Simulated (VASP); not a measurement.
# N: single point with r2SCAN

The system is N.

```
N
1.0
     5.61460    0.00000    0.00000
     0.00000    5.61460    0.00000
     0.00000    0.00000    5.61460
N
4
Direct
  0.00037 0.00037 0.00037
  0.49963 0.99963 0.50037
  0.50037 0.49963 0.99963
  0.99963 0.50037 0.49963
```

```
Program                : VASP 6.6.1
Task                   : single point
Functional             : r2SCAN
Potentials or basis    : VASP PAW PBE potentials, release 64 (N)
Cutoff                 : 520 eV
k mesh                 : 4 × 4 × 4
Occupations            : gaussian, width 0.02 eV
Spin                   : collinear spin, ferromagnetic start
Starting moments       : [3.23, 3.23, 3.23, 3.23] μB
Dipole correction      : no
Further INCAR settings : ALGO = Normal; EDIFF = 1e-06; NBANDS = 22
```

```json
{
 "Pressure": "-0.1 GPa",
 "Band gap on the k mesh": "4.61 eV",
 "Net moment": "12.00 μB per cell",
 "Site moments": "N +1.99 μB",
 "Valence electrons inside the program's atomic spheres": "N 3.30"
}
```

Levels at points of the mesh, in eV from the valence-band top:
Spin up:
| k point | band 14 | band 15 | band 16 | band 17 | band 18 | band 19 |
| --- | --- | --- | --- | --- | --- | --- |
| (0.00, 0.00, 0.00) | 0.00 | 0.00 | 0.00 | 8.03 | 11.81 | 11.81 |
| (0.50, 0.00, 0.00) | -0.11 | -0.11 | -0.11 | 9.44 | 9.44 | 12.41 |
| (0.50, 0.50, 0.00) | -0.07 | -0.07 | -0.07 | 10.62 | 10.62 | 10.62 |
| (0.50, 0.50, 0.50) | -0.07 | -0.07 | -0.07 | 11.61 | 11.61 | 11.61 |
Spin down:
```tsv
k point	band 1	band 2	band 3	band 4	band 5	band 6	band 7	band 8
(0.00, 0.00, 0.00)	-6.81	-6.51	-6.51	-6.51	4.78	4.78	4.78	5.60
(0.50, 0.00, 0.00)	-6.66	-6.66	-6.51	-6.51	5.17	5.17	5.17	5.17
(0.50, 0.50, 0.00)	-6.58	-6.58	-6.58	-6.58	4.97	4.97	4.97	4.97
(0.50, 0.50, 0.50)	-6.58	-6.58	-6.58	-6.58	4.61	4.61	4.61	4.61
```

Wall time 8.2 min on 1 thread of Oxide Virtual Turin-like Processor, with other jobs on the host, peak memory 0.32 GiB.

Caveat: the PAW data sets were made with another functional, which shifts forces and pressure a little. A k mesh can miss the band edges.
